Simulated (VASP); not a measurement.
Set up this calculation in VASP 6.6.1, as the native input.

```
Task                   : single point
Functional             : revPBE
Potentials or basis    : VASP PAW PBE potentials, release 64 (Pd)
Cutoff                 : 500 eV
k mesh                 : 16 × 16 × 16
Occupations            : fermi-dirac, width 0.1 eV
Spin                   : no spin polarisation
Dipole correction      : no
Further INCAR settings : ALGO = Normal; EDIFF = 1e-06; NBANDS = 11
```

The structure of Pd lies in POSCAR:

```
Pd
1.0
   -1.5150966735      1.5150966735      1.5150966735
    1.5150966735     -1.5150966735      1.5150966735
    1.5150966735      1.5150966735     -1.5150966735
Pd
1
Direct
    0.0000000000      0.0000000000      0.0000000000
```

This isn't the form of Pd at room conditions, which is fcc.

The input as run:

INCAR

```
SYSTEM = Pd
PREC = Accurate
ENCUT = 500
EDIFF = 1E-6
ISMEAR = -1
SIGMA = 0.1
LREAL = .FALSE.
LASPH = .TRUE.
NELM = 120
ALGO = Normal
ISIF = 2
LWAVE = .FALSE.
LCHARG = .FALSE.
GGA = RE
NBANDS = 11
GGA_COMPAT = .FALSE.
```

KPOINTS

```
regular mesh
0
G
  16 16 16
  0 0 0
```

Potentials or basis: VASP PAW PBE potentials, release 64 (Pd).

Command:

```sh
$ cat potpaw_PBE.64/Pd/POTCAR > POTCAR
$ mpirun -np 1 vasp_std > vasp.out
```

Results of the run:

```json
{"Pressure": "26.4 GPa", "Band gap on the k mesh": "zero (bands 5 and 6 overlap by 1.87 eV)"}
```

Caveat: the cell stands under pressure; the PAW data sets were made with another functional, which shifts forces and pressure a little.

Run time: 29 s on 1 thread of AMD EPYC 7R13, on a shared host, peak memory 0.11 GiB.
